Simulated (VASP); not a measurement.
# TaN (Fm-3m) in VASP: notebook, part 2 of 2

VASP 6.6.1. The steps go on from the part before.

### 3 Relaxation of cell and atoms, PBE

This run uses another cell than the first one, of 10.58 Å³/atom.

Input file INCAR:

```
PREC     = Accurate       # precision mode
ENCUT    = 600            # plane-wave cutoff, eV
EDIFF    = 1E-6           # SCF threshold, eV
ISMEAR   = 0              # smearing method
SIGMA    = 0.1            # smearing width, eV
LREAL    = F              # projectors in reciprocal space
LASPH    = T              # aspherical terms in the spheres
NELM     = 60             # most SCF steps
ALGO     = Normal         # electronic algorithm
ISIF     = 3              # what is computed and relaxed
LWAVE    = F              # write WAVECAR
LCHARG   = F              # write CHGCAR
GGA      = PE             # functional
IBRION   = 2              # ionic algorithm
NSW      = 100            # ionic steps
EDIFFG   = -0.005         # ionic threshold
```

Input file KPOINTS:

```
regular mesh
0
Gamma
  16 16 16
```

Input file POSCAR:

```
TaN
1.0
    0.0000000000      2.1951566050      2.1951566050
    2.1951566050      0.0000000000      2.1951566050
    2.1951566050      2.1951566050      0.0000000000
Ta N
1 1
Direct
    0.5000000000      0.5000000000      0.5000000000
    0.0000000000      0.0000000000      0.0000000000
```

Potentials or basis: VASP PAW PBE potentials, release 64 (Ta_pv, N).

Command:

```bash
cat potpaw_PBE.64/Ta_pv/POTCAR potpaw_PBE.64/N/POTCAR > POTCAR
mpirun -np 1 vasp_std > vasp.out
```

OUTCAR:

```text
PREC = Accurate
   ENCUT = 600
   EDIFF = 1E-6
   ISMEAR = 0
   LREAL = F
   LASPH = T
   NELM = 60
   ISIF = 3
   GGA = PE
   IBRION = 2
   NSW = 100
   EDIFFG = -0.005

 ion  position               nearest neighbor table
   1  0.500  0.500  0.500-   2 2.20   2 2.20   2 2.20   2 2.20   2 2.20   2 2.20
   2  0.000  0.000  0.000-   1 2.20   1 2.20   1 2.20   1 2.20   1 2.20   1 2.20

  LATTYP: Found a face centered cubic cell.
 ALAT       =     4.3903132100

  Lattice vectors:

 A1 = (   0.0000000000,   2.1951566050,   2.1951566050)
 A2 = (   2.1951566050,   0.0000000000,   2.1951566050)
 A3 = (   2.1951566050,   2.1951566050,   0.0000000000)

Analysis of symmetry for initial positions (statically):
=====================================================================
 Subroutine PRICEL returns:
 Original cell was already a primitive cell.

 Routine SETGRP: Setting up the symmetry group for a
 face centered cubic supercell.

 Subroutine GETGRP returns: Found 48 space group operations
 (whereof 48 operations were pure point group operations)
 out of a pool of 48 trial point group operations.

The static configuration has the point symmetry O_h .

Analysis of symmetry for dynamics (positions and initial velocities):
=====================================================================
 Subroutine PRICEL returns:
 Original cell was already a primitive cell.

 Routine SETGRP: Setting up the symmetry group for a
 face centered cubic supercell.

 Subroutine GETGRP returns: Found 48 space group operations
 (whereof 48 operations were pure point group operations)
 out of a pool of 48 trial point group operations.

The dynamic configuration has the point symmetry O_h .

 Subroutine INISYM returns: Found 48 space group operations
 (whereof 48 operations are pure point group operations),
 and found     1 'primitive' translations

----------------------------------------------------------------------------------------

[... 135 lines left out ...]

 Free energy of the ion-electron system (eV)
  ---------------------------------------------------
  ext. energy  EPLUGINS =         0.00000000
  ---------------------------------------------------
  free energy    TOTEN  =       -21.81871472 eV

  energy without entropy =      -21.81303874  energy(sigma->0) =      -21.81587673

------------------------ aborting loop because EDIFF is reached ----------------------------------------

  FORCE on cell =-STRESS in cart. coord.  units (eV):
  Direction    XX          YY          ZZ          XY          YZ          ZX
  --------------------------------------------------------------------------------------
  -------------------------------------------------------------------------------------
  Total        0.9324924      0.9324924      0.9324924      0.0000000      0.0000000      0.0000000
  in kB       70.6202644     70.6202644     70.6202644      0.0000000      0.0000000      0.0000000
  external PRESSURE =      70.6202644 kB  Pullay stress =       0.0000000 kB
[... 95 lines left out ...]
--------------------------------------- Ionic step        4  -------------------------------------------

 number of electron      15.9999999 magnetization

 Free energy of the ion-electron system (eV)
  ---------------------------------------------------
  ext. energy  EPLUGINS =         0.00000000
  ---------------------------------------------------
  free energy    TOTEN  =       -21.82814541 eV

  energy without entropy =      -21.82234805  energy(sigma->0) =      -21.82524673

 E-fermi :   9.3662     XC(G=0): -13.3533

 val. band max:        9.3576557494   @ k =  -0.2500   0.3750   0.1250
 cond. band min:       9.3714466871   @ k =  -0.3125   0.3125   0.1250
 fundamental gap:      0.0137909378
 Fermi energy:         9.3661678878

 k-point     1 :       0.0000    0.0000    0.0000
  band No.  band energies     occupation
      1     -26.4322      2.00000
      2     -26.4322      2.00000
      3     -26.4322      2.00000
      4      -9.3647      2.00000
      5       5.5906      2.00000
      6       5.5906      2.00000
      7       5.5906      2.00000
      8       7.3100      2.00000
      9       7.3100      2.00000
     10       7.3100      2.00000
     11       9.4346      0.33287
     12       9.4346      0.33286
[... 331 lines left out ...]
 k-point    24 :      -0.0625    0.0625    0.0000
  band No.  band energies     occupation
      1     -26.5108      2.00000
      2     -26.4531      2.00000
      3     -26.4344      2.00000
      4      -9.1242      2.00000
      5       4.3954      2.00000
      6       4.7233      2.00000
      7       5.0588      2.00000
      8       7.4814      2.00000
      9       7.6907      2.00000
     10       7.9955      2.00000
     11       9.8318      0.00000
     12      10.6854      0.00000

 [... further k-points ...]

------------------------ aborting loop because EDIFF is reached ----------------------------------------

  FORCE on cell =-STRESS in cart. coord.  units (eV):
  Direction    XX          YY          ZZ          XY          YZ          ZX
  --------------------------------------------------------------------------------------
  -------------------------------------------------------------------------------------
  Total        0.0030565      0.0030565      0.0030565     -0.0000000      0.0000000      0.0000000
  in kB        0.2268122      0.2268122      0.2268122     -0.0000000      0.0000000      0.0000000
  external PRESSURE =       0.2268122 kB  Pullay stress =       0.0000000 kB
[... 17 lines left out ...]
  FREE ENERGIE OF THE ION-ELECTRON SYSTEM (eV)
  ---------------------------------------------------
  free  energy   TOTEN  =       -21.8281454141 eV

  energy  without entropy=      -21.8223480494  energy(sigma->0) =      -21.82524673

 reached required accuracy - stopping structural energy minimisation
```

It took 100 s on 1 thread of Intel Xeon Platinum 8488C (Sapphire Rapids), shared host; peak memory 0.21 GiB.

What came out:

- Free energy: -21.8281 eV
- Relaxed volume: 10.80 Å³/atom
- Relaxed cell: a = 3.126 Å, b = 3.126 Å, c = 3.126 Å, α = 60.00°, β = 60.00°, γ = 60.00°
- Space group after relaxing (to 0.1 Å): Fm-3m (No. 225)
- Energy gained by relaxing: 4.7 meV/atom
- Ionic steps: 4
- Pressure after relaxing: 0.0 GPa
- Band gap on the k mesh: zero (bands 8 and 9 overlap by 3.92 eV)

The path:
```
step  energy change (eV)  largest force (eV/Å)  pressure (GPa)  volume (Å³)
   1              0.0000                0.0000            7.06        21.16
   2              0.0365                0.0000          -13.79        22.62
   3             -0.0094                0.0000           -0.10        21.60
   4             -0.0094                0.0000            0.02        21.59
```

Final structure:
```xyz
2
Lattice="0.0000 2.2101 2.2101 2.2101 0.0000 2.2101 2.2101 2.2101 0.0000" Properties=species:S:1:pos:R:3 pbc="T T T"
Ta    2.2101    2.2101    2.2101
N     0.0000    0.0000    0.0000
```

Levels at points of the mesh, in eV from the Fermi level:
```csv
k point,band 4,band 5,band 6,band 7,band 8,band 9,band 10,band 11,band 12
"(0.00, 0.00, 0.00)",-18.73,-3.78,-3.78,-3.78,-2.06,-2.06,-2.06,0.07,0.07
"(0.50, 0.00, 0.00)",-15.80,-10.24,-7.46,-7.46,1.86,1.86,1.95,3.78,7.38
"(0.50, 0.50, 0.00)",-17.48,-6.61,-5.35,-4.60,-4.60,2.08,3.47,3.47,4.38
```

Caveat: spin-orbit coupling is left out, which moves the levels of the heavy elements. PBE usually gives volumes a little too large and moduli too small.
